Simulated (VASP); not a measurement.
# SiC (Moissanite) (P6_3mc) in VASP: a series of runs

SiC (Moissanite) is run at these levels: r2SCAN+D3(BJ); tasks: single point.

Everything below comes from runs of VASP 6.6.1. Logs are shortened: lines on timing, memory, paths and dates and some standing lists are left out, and cuts for length are marked.

## Step 1: The cell of the first run

It takes space group P6_3mc (No. 186, hexagonal). The conventional cell has a = 3.055 Å, b = 3.055 Å, c = 5.014 Å, α = 90.00°, β = 90.00°, γ = 120.00°. Si (site symmetry 3m) has 4 C at 1.86 to 1.93 Å within 2.5 Å. C (site symmetry 3m) has 4 Si at 1.86 to 1.93 Å within 2.5 Å.

## Step 2: Single point, r2SCAN+D3(BJ)

The input, POSCAR:

```
SiC
1.0
    3.0553550827      0.0000000000      0.0000000000
   -1.5276775413      2.6460151191      0.0000000000
    0.0000000000      0.0000000000      5.0141197845
Si C
2 2
Direct
    0.6666666667      0.3333333333      0.5000000000
    0.3333333333      0.6666666667      0.0000000000
    0.6666666667      0.3333333333      0.8850000000
    0.3333333333      0.6666666667      0.3850000000
```

The input, INCAR.step1:

```
SYSTEM = SiC
PREC     = Accurate       ! precision mode
ENCUT    = 520            ! plane-wave cutoff, eV
ISMEAR   = -1             ! smearing method
SIGMA    = 0.05           ! smearing width, eV
LREAL    = .FALSE.        ! projectors in reciprocal space
LASPH    = .TRUE.         ! aspherical terms in the spheres
NELM     = 80             ! most SCF steps
NBANDS   = 16             ! bands
GGA      = PE             ! functional
ALGO     = Normal         ! electronic algorithm
EDIFF    = 1E-4           ! SCF threshold, eV
LWAVE    = .TRUE.         ! write WAVECAR
LCHARG   = .FALSE.        ! write CHGCAR
```

The input, INCAR.step2:

```
SYSTEM = SiC
PREC     = Accurate       ! precision mode
ENCUT    = 520            ! plane-wave cutoff, eV
EDIFF    = 1E-7           ! SCF threshold, eV
ISMEAR   = -1             ! smearing method
SIGMA    = 0.05           ! smearing width, eV
LREAL    = .FALSE.        ! projectors in reciprocal space
LASPH    = .TRUE.         ! aspherical terms in the spheres
NELM     = 80             ! most SCF steps
ALGO     = Normal         ! electronic algorithm
ISIF     = 2              ! what is computed and relaxed
LWAVE    = .FALSE.        ! write WAVECAR
LCHARG   = .FALSE.        ! write CHGCAR
METAGGA  = R2SCAN         ! meta-GGA
LMIXTAU  = .TRUE.       
IVDW     = 12             ! dispersion correction
VDW_S6   = 1.0          
VDW_S8   = 0.78981345   
VDW_A1   = 0.49484001   
VDW_A2   = 5.73083694   
NBANDS   = 16             ! bands
ISTART   = 1
```

The input, KPOINTS:

```
regular mesh
0
G
  10 10 5
  0 0 0
```

Potentials or basis: VASP PAW PBE potentials, release 64 (Si, C).

Launch:

```console
$ cat potpaw_PBE.64/Si/POTCAR potpaw_PBE.64/C/POTCAR > POTCAR
$ cp INCAR.step1 INCAR
$ mpirun -np 1 vasp_std > vasp.out
$ cp INCAR.step2 INCAR
$ mpirun -np 1 vasp_std > vasp.out
```

OUTCAR:

```text
SYSTEM = SiC
   PREC = Accurate
   ENCUT = 520
   EDIFF = 1E-7
   ISMEAR = -1
   LREAL = .FALSE.
   LASPH = .TRUE.
   NELM = 80
   ISIF = 2
   METAGGA = R2SCAN
   IVDW = 12
   ISTART = 1
 IVDW          = 12

 ion  position               nearest neighbor table
   1  0.667  0.333  0.500-   4 1.86   4 1.86   4 1.86   3 1.93   2 3.07   2 3.07   2 3.07   2 3.07
                             2 3.07   2 3.07
   2  0.333  0.667  0.000-   3 1.86   3 1.86   3 1.86   4 1.93   1 3.07   1 3.07   1 3.07   1 3.07
                             1 3.07   1 3.07
   3  0.667  0.333  0.885-   2 1.86   2 1.86   2 1.86   1 1.93
   4  0.333  0.667  0.385-   1 1.86   1 1.86   1 1.86   2 1.93

  LATTYP: Found a hexagonal cell.
 ALAT       =     3.0553550827
 C/A-ratio  =     1.6410923277

  Lattice vectors:

 A1 = (   3.0553550827,   0.0000000000,   0.0000000000)
 A2 = (  -1.5276775413,   2.6460151191,   0.0000000000)
 A3 = (   0.0000000000,   0.0000000000,   5.0141197845)

Analysis of symmetry for initial positions (statically):
=====================================================================
 Subroutine PRICEL returns:
 Original cell was already a primitive cell.

 Routine SETGRP: Setting up the symmetry group for a
 hexagonal supercell.

 Subroutine GETGRP returns: Found 12 space group operations
 (whereof  6 operations were pure point group operations)
 out of a pool of 24 trial point group operations.

The static configuration has the point symmetry C_3v.
 The point group associated with its full space group is C_6v.

Analysis of symmetry for dynamics (positions and initial velocities):
=====================================================================
 Subroutine PRICEL returns:
 Original cell was already a primitive cell.

 Routine SETGRP: Setting up the symmetry group for a
 hexagonal supercell.

 Subroutine GETGRP returns: Found 12 space group operations
 (whereof  6 operations were pure point group operations)
 out of a pool of 24 trial point group operations.

The dynamic configuration has the point symmetry C_3v.
 The point group associated with its full space group is C_6v.

 Subroutine INISYM returns: Found 12 space group operations
 (whereof  6 operations are pure point group operations),
 and found     1 'primitive' translations

----------------------------------------------------------------------------------------

[... 97 lines left out ...]
   LREAL  =      F    real-space projection
   EDIFFG = 0.1E-05   stopping-criterion for IOM
   NSW    =      0    number of steps for IOM
   IBRION =     -1    ionic relax: 0-MD 1-quasi-New 2-CG
   NFREE  =      0    steps in history (QN), initial steepest desc. (CG)
   ISIF   =      2    stress and relaxation
   ISYM   =      2    0-nonsym 1-usesym 2-fastsym
   POTIM  = 0.5000    time-step for ionic-motion
   TEBEG  =    0.0;   TEEND  =   0.0 temperature during run
   PSTRESS=    0.0 pullay stress
   NELECT =      16.0000    total number of electrons
   NUPDOWN=      -1.0000    fix difference up-down
   EMIN   =  10.00;   EMAX   =-10.00  energy-range for DOS
   EFERMI =   0.00;   METHOD = LEGACY
   ISMEAR =    -1;   SIGMA  =   0.05  broadening in eV -4-tet -1-fermi 0-gaus
   EFERMI_NEDOS =   21; number of points for ismear=-14 and -15
   IALGO  =     38    algorithm
   IMIX   =      4    mixing-type and parameters
     AMIX     =   0.40;   BMIX     =  1.00
     AMIX_MAG =   1.60;   BMIX_MAG =  1.00
  volume/ion in A,a.u.               =      10.13        68.39
  Fermi-wavevector in a.u.,A,eV,Ry     =   1.200877  2.269329 19.621043  1.442106
  Thomas-Fermi vector in A             =   2.336701
   LORBIT       =      0    0 simple, 1 ext, 2 COOP (PROOUT), +10 PAW based schemes
   METAGGA = R2SCAN    functional components
   LHFCALC =     F    Hartree Fock is set to
   AEXX    =    0.0000 exact exchange contribution
   IVDW    =    12    specifies the selected vdW correction
   LEPSILON=     F    determine dielectric tensor
   LRPA    =     F    only Hartree local field effects (RPA)
 non-spin polarized calculation
  energy-cutoff  :      520.00
  volume of cell :       40.54
 maximum number of plane-waves:      1105
 NGX is ok and might be reduce to    24
   NGX = 11   NGY = 11   NGZ = 19

 number of electron      15.9999999 magnetization

 Free energy of the ion-electron system (eV)
  ---------------------------------------------------
  ext. energy  EPLUGINS =         0.00000000
  ---------------------------------------------------
  free energy    TOTEN  =       -38.58837022 eV

  energy without entropy =      -38.58837022  energy(sigma->0) =      -38.58837022

 E-fermi :   9.5095     XC(G=0): -12.0169

 val. band max:        8.5340210398   @ k =   0.0000   0.0000   0.0000
 cond. band min:      11.3672808208   @ k =   0.3000   0.3000   0.0000
 fundamental gap:      2.8332597811
 Fermi energy:         9.5094799570

 k-point     1 :       0.0000    0.0000    0.0000
  band No.  band energies     occupation
      1      -8.1511      2.00000
      2      -4.5071      2.00000
      3      -0.5819      2.00000
      4       6.8780      2.00000
      5       6.8780      2.00000
      6       8.2382      2.00000
[... 433 lines left out ...]
      3      -0.1169      2.00000
      4       1.3839      2.00000
      5       3.5439      2.00000
      6       4.3925      2.00000
[... 8 lines left out ...]
     15      20.9975      0.00000
     16      22.4020      0.00000

 [... further k-points ...]

------------------------ aborting loop because EDIFF is reached ----------------------------------------

 Edisp (eV)   -0.57610

 E8    (eV) :    -0.1639

  FORCE on cell =-STRESS in cart. coord.  units (eV):
  Direction    XX          YY          ZZ          XY          YZ          ZX
  --------------------------------------------------------------------------------------
  -------------------------------------------------------------------------------------
  Total       1.04378     1.04378    -0.20873     0.00000     0.00000     0.00000
  in kB      41.25441    41.25441    -8.24984     0.00000     0.00000     0.00000
  external pressure =       24.75 kB  Pullay stress =        0.00 kB

 VOLUME and BASIS-vectors are now :
 -----------------------------------------------------------------------------
  energy-cutoff  :      520.00
  volume of cell :       40.54
      direct lattice vectors                 reciprocal lattice vectors
     3.055355083  0.000000000  0.000000000     0.327294201  0.188963395  0.000000000
    -1.527677541  2.646015119  0.000000000     0.000000000  0.377926790  0.000000000
     0.000000000  0.000000000  5.014119785     0.000000000  0.000000000  0.199436799

 POSITION                                       TOTAL-FORCE (eV/Angst)
 -----------------------------------------------------------------------------------
      1.52768      0.88201      2.50706        -0.000000     -0.000000      0.803293
     -0.00000      1.76401      0.00000         0.000000      0.000000      0.803293
      1.52768      0.88201      4.43750        -0.000000      0.000000     -0.803293
     -0.00000      1.76401      1.93044         0.000000      0.000000     -0.803293
 -----------------------------------------------------------------------------------
    total drift:                                0.000000      0.000000      0.000454

  FREE ENERGIE OF THE ION-ELECTRON SYSTEM (eV)
  ---------------------------------------------------
  free  energy   TOTEN  =       -39.1644654563 eV

  energy  without entropy=      -39.1644654563  energy(sigma->0) =      -39.16446546
```

OUTCAR.step1:

```text
SYSTEM = SiC
   PREC = Accurate
   ENCUT = 520
   ISMEAR = -1
   LREAL = .FALSE.
   LASPH = .TRUE.
   NELM = 80
[... 688 lines left out ...]
     -0.00000      1.76401      0.00000         0.000000      0.000000      0.784482
      1.52768      0.88201      4.43750        -0.000000     -0.000000     -0.784482
     -0.00000      1.76401      1.93044        -0.000000      0.000000     -0.784482
 -----------------------------------------------------------------------------------
    total drift:                                0.000000      0.000000      0.001477

  FREE ENERGIE OF THE ION-ELECTRON SYSTEM (eV)
  ---------------------------------------------------
  free  energy   TOTEN  =       -30.0359344363 eV

  energy  without entropy=      -30.0359344363  energy(sigma->0) =      -30.03593444
```

Wall time 56 s (1 thread of Intel Xeon 6975P-C (Granite Rapids), shared host); peak memory 0.18 GiB.

Results:

```yaml
Free_energy: -39.1645 eV
Pressure: 2.5 GPa
Largest_force: 0.803 eV/Å
Band_gap_on_the_k_mesh: 2.83 eV, indirect (least direct gap 4.64 eV)
Dispersion_energy_per_atom: -0.144 eV
```

Forces on the atoms (eV/Å):
```
Si   0.000  0.000  0.803
Si   0.000  0.000  0.803
C    0.000  0.000 -0.803
C    0.000  0.000 -0.803
```

Caveat: the PAW data sets were made with another functional, which shifts forces and pressure a little. A k mesh can miss the band edges.

## Step 3: Single point, r2SCAN+D3(BJ)

This run uses another cell than the first one, of 10.34 Å³/atom, 1.020 times its volume.

The input, POSCAR:

```
SiC
1.0
    3.0760000000      0.0000000000      0.0000000000
   -1.5380000000      2.6638941420      0.0000000000
    0.0000000000      0.0000000000      5.0480000000
Si C
2 2
Direct
    0.6666666667      0.3333333333      0.5000000000
    0.3333333333      0.6666666667      0.0000000000
    0.6666666667      0.3333333333      0.8850000000
    0.3333333333      0.6666666667      0.3850000000
```

The input, INCAR.step1:

```
SYSTEM = SiC
PREC = Accurate
ENCUT = 520
ISMEAR = -1
SIGMA = 0.05
LREAL = .FALSE.
LASPH = .TRUE.
NELM = 60
NBANDS = 16
GGA = PE
ALGO = Normal
EDIFF = 1E-4
LWAVE = .TRUE.
LCHARG = .FALSE.
```

The input, INCAR.step2:

```
SYSTEM = SiC
PREC = Accurate
ENCUT = 520
EDIFF = 1E-7
ISMEAR = -1
SIGMA = 0.05
LREAL = .FALSE.
LASPH = .TRUE.
NELM = 60
ALGO = Normal
ISIF = 2
LWAVE = .FALSE.
LCHARG = .FALSE.
METAGGA = R2SCAN
LMIXTAU = .TRUE.
IVDW = 12
VDW_S6 = 1.0
VDW_S8 = 0.78981345
VDW_A1 = 0.49484001
VDW_A2 = 5.73083694
NBANDS = 16
ISTART = 1
```

KPOINTS is that of step 2.

Potentials or basis: VASP PAW PBE potentials, release 64 (Si, C).

Launch:

```console
$ cat potpaw_PBE.64/Si/POTCAR potpaw_PBE.64/C/POTCAR > POTCAR
$ cp INCAR.step1 INCAR
$ mpirun -np 1 vasp_std > vasp.out
$ cp INCAR.step2 INCAR
$ mpirun -np 1 vasp_std > vasp.out
```

It took 73 s on 1 thread of Intel Xeon 6975P-C (Granite Rapids), shared host; peak memory 0.17 GiB.

Results (log left out):

```yaml
Free_energy: -39.1653 eV
Pressure: -2.2 GPa
Largest_force: 0.771 eV/Å
Band_gap_on_the_k_mesh: 2.86 eV, indirect (least direct gap 4.59 eV)
Dispersion_energy_per_atom: -0.141 eV
```

Forces on the atoms (eV/Å):
```
Si   0.000  0.000  0.771
Si   0.000  0.000  0.771
C    0.000  0.000 -0.771
C    0.000  0.000 -0.771
```

Stress tensor (GPa, compression positive):
```
-0.84  0.00  0.00
 0.00 -0.84  0.00
 0.00  0.00 -4.92
```

Levels at points of the mesh, in eV from the valence-band top:
```
           k point  band 5  band 6  band 7  band 8  band 9  band 10  band 11  band 12
(0.00, 0.00, 0.00)   -1.65   -0.30   -0.30    0.00    5.18     6.57     7.01     7.01
(0.50, 0.00, 0.00)   -5.63   -3.72   -3.34   -1.57    3.02     4.63     7.32     7.71
```

Caveat: the PAW data sets were made with another functional, which shifts forces and pressure a little. r2SCAN opens gaps a little over a GGA but as a rule still falls short of measured ones.

## Step 4: Single point, r2SCAN+D3(BJ)

This run uses another cell than the first one, of 10.55 Å³/atom, 1.041 times its volume.

The input, POSCAR:

```
SiC
1.0
    3.0963714546      0.0000000000      0.0000000000
   -1.5481857273      2.6815363392      0.0000000000
    0.0000000000      0.0000000000      5.0814314379
Si C
2 2
Direct
    0.6666666667      0.3333333333      0.5000000000
    0.3333333333      0.6666666667      0.0000000000
    0.6666666667      0.3333333333      0.8850000000
    0.3333333333      0.6666666667      0.3850000000
```

The input, INCAR.step1:

```
SYSTEM = SiC
PREC     = Accurate       ! precision mode
ENCUT    = 520            ! plane-wave cutoff, eV
ISMEAR   = -1             ! smearing method
SIGMA    = 0.05           ! smearing width, eV
LREAL    = .FALSE.        ! projectors in reciprocal space
LASPH    = .TRUE.         ! aspherical terms in the spheres
NELM     = 80             ! most SCF steps
NBANDS   = 16             ! bands
GGA      = PE             ! functional
ALGO     = Normal         ! electronic algorithm
EDIFF    = 1E-4           ! SCF threshold, eV
LWAVE    = .TRUE.         ! write WAVECAR
LCHARG   = .FALSE.        ! write CHGCAR
```

The input, INCAR.step2:

```
SYSTEM = SiC
PREC     = Accurate       ! precision mode
ENCUT    = 520            ! plane-wave cutoff, eV
EDIFF    = 1E-6           ! SCF threshold, eV
ISMEAR   = -1             ! smearing method
SIGMA    = 0.05           ! smearing width, eV
LREAL    = .FALSE.        ! projectors in reciprocal space
LASPH    = .TRUE.         ! aspherical terms in the spheres
NELM     = 80             ! most SCF steps
ALGO     = Normal         ! electronic algorithm
ISIF     = 2              ! what is computed and relaxed
LWAVE    = .FALSE.        ! write WAVECAR
LCHARG   = .FALSE.        ! write CHGCAR
METAGGA  = R2SCAN         ! meta-GGA
LMIXTAU  = .TRUE.       
IVDW     = 12             ! dispersion correction
VDW_S6   = 1.0          
VDW_S8   = 0.78981345   
VDW_A1   = 0.49484001   
VDW_A2   = 5.73083694   
NBANDS   = 16             ! bands
ISTART   = 1
```

The input, KPOINTS:

```
Automatic mesh
0
G
  10 10 5
  0 0 0
```

Launch:

```console
$ cat potpaw_PBE.64/Si/POTCAR potpaw_PBE.64/C/POTCAR > POTCAR
$ cp INCAR.step1 INCAR
$ mpirun -np 1 vasp_std > vasp.out
$ cp INCAR.step2 INCAR
$ mpirun -np 1 vasp_std > vasp.out
```

Wall time 64 s (1 thread of Intel Xeon 6975P-C (Granite Rapids), shared host); peak memory 0.18 GiB.

Results (log left out):

```yaml
Free_energy: -39.1430 eV
Pressure: -6.4 GPa
Largest_force: 0.740 eV/Å
Band_gap_on_the_k_mesh: 2.89 eV, indirect (least direct gap 4.54 eV)
Dispersion_energy_per_atom: -0.138 eV
```

Forces on the atoms (eV/Å):
```
Si   0.000  0.000  0.740
Si   0.000  0.000  0.740
C    0.000  0.000 -0.740
C    0.000  0.000 -0.740
```

Stress tensor (GPa, compression positive):
```
-5.35  0.00  0.00
 0.00 -5.35  0.00
 0.00  0.00 -8.64
```

Levels at points of the mesh, in eV from the valence-band top:
| k point | band 4 | band 5 | band 6 | band 7 | band 8 | band 9 | band 10 | band 11 | band 12 | band 13 |
| --- | --- | --- | --- | --- | --- | --- | --- | --- | --- | --- |
| (0.00, 0.00, 0.00) | -1.64 | -1.64 | -0.30 | -0.30 | 0.00 | 5.00 | 6.35 | 6.89 | 6.89 | 7.94 |
| (0.50, 0.00, 0.00) | -6.77 | -5.56 | -3.68 | -3.28 | -1.56 | 2.98 | 4.60 | 7.15 | 7.63 | 10.20 |

Caveat: the PAW data sets were made with another functional, which shifts forces and pressure a little.

## Step 5: Single point, r2SCAN+D3(BJ)

This run uses another cell than the first one, of 10.75 Å³/atom, 1.061 times its volume.

The input, POSCAR:

```
SiC
1.0
    3.1164783262      0.0000000000      0.0000000000
   -1.5582391631      2.6989494007      0.0000000000
    0.0000000000      0.0000000000      5.1144286705
Si C
2 2
Direct
    0.6666666667      0.3333333333      0.5000000000
    0.3333333333      0.6666666667      0.0000000000
    0.6666666667      0.3333333333      0.8850000000
    0.3333333333      0.6666666667      0.3850000000
```

The input, INCAR.step1:

```
ALGO     = Normal         # electronic algorithm
EDIFF    = 1E-4           # SCF threshold, eV
ENCUT    = 520            # plane-wave cutoff, eV
GGA      = PE             # functional
ISMEAR   = -1             # smearing method
LASPH    = True           # aspherical terms in the spheres
LCHARG   = False          # write CHGCAR
LREAL    = False          # projectors in reciprocal space
LWAVE    = True           # write WAVECAR
NBANDS   = 16             # bands
NELM     = 80             # most SCF steps
PREC     = Accurate       # precision mode
SIGMA    = 0.05           # smearing width, eV
```

The input, INCAR.step2:

```
ALGO     = Normal         # electronic algorithm
EDIFF    = 1E-6           # SCF threshold, eV
ENCUT    = 520            # plane-wave cutoff, eV
ISIF     = 2              # what is computed and relaxed
ISMEAR   = -1             # smearing method
ISTART   = 1            
IVDW     = 12             # dispersion correction
LASPH    = True           # aspherical terms in the spheres
LCHARG   = False          # write CHGCAR
LMIXTAU  = True         
LREAL    = False          # projectors in reciprocal space
LWAVE    = False          # write WAVECAR
METAGGA  = R2SCAN         # meta-GGA
NBANDS   = 16             # bands
NELM     = 80             # most SCF steps
PREC     = Accurate       # precision mode
SIGMA    = 0.05           # smearing width, eV
VDW_A1   = 0.49484001   
VDW_A2   = 5.73083694   
VDW_S6   = 1.0          
VDW_S8   = 0.78981345
```

The input, KPOINTS:

```
k-points
0
Gamma
  10 10 5
```

Launch:

```console
$ cat potpaw_PBE.64/Si/POTCAR potpaw_PBE.64/C/POTCAR > POTCAR
$ cp INCAR.step1 INCAR
$ mpirun -np 1 vasp_std > vasp.out
$ cp INCAR.step2 INCAR
$ mpirun -np 1 vasp_std > vasp.out
```

It took 70 s on 1 thread of Intel Xeon 6975P-C (Granite Rapids), shared host; peak memory 0.18 GiB.

The run converged. Its results:

* Free energy: -39.0999 eV
* Pressure: -10.3 GPa
* Largest force: 0.711 eV/Å
* Band gap on the k mesh: 2.91 eV, indirect (least direct gap 4.49 eV)
* Dispersion energy per atom: -0.136 eV

Forces on the atoms (eV/Å):
```
Si   0.000  0.000  0.711
Si   0.000  0.000  0.711
C    0.000  0.000 -0.711
C    0.000  0.000 -0.711
```

Stress tensor (GPa, compression positive):
```
 -9.43   0.00   0.00
  0.00  -9.43   0.00
  0.00   0.00 -12.00
```

Levels at points of the mesh, in eV from the valence-band top:
```csv
k point,band 6,band 7,band 8,band 9,band 10,band 11
"(0.00, 0.00, 0.00)",-0.30,-0.30,0.00,4.82,6.13,6.77
"(0.50, 0.00, 0.00)",-3.64,-3.23,-1.56,2.94,4.56,6.99
```

Caveat: the PAW data sets were made with another functional, which shifts forces and pressure a little.

## Step 6: Overview

```csv
cell,gap on the mesh (eV),pressure (GPa),largest force (eV/Å)
"a = 3.055, b = 3.055, c = 5.014 Å, angles 90.0, 90.0, 120.0°, 4 atoms",2.83,2.5,0.80
"a = 3.076, b = 3.076, c = 5.048 Å, angles 90.0, 90.0, 120.0°, 4 atoms",2.86,-2.2,0.77
"a = 3.096, b = 3.096, c = 5.081 Å, angles 90.0, 90.0, 120.0°, 4 atoms",2.89,-6.4,0.74
"a = 3.116, b = 3.116, c = 5.114 Å, angles 90.0, 90.0, 120.0°, 4 atoms",2.91,-10.3,0.71
```

Alike in all rows: task single point; level r2SCAN+D3(BJ); potentials or basis VASP PAW PBE potentials, release 64 (Si, C); no spin polarisation; k mesh 10 × 10 × 5; cutoff (eV) 520; smearing fermi-dirac 0.05 eV.

Caveats: the PAW data sets were made with another functional, which shifts forces and pressure a little.

Absolute energies hang on the potentials; compare differences alone.
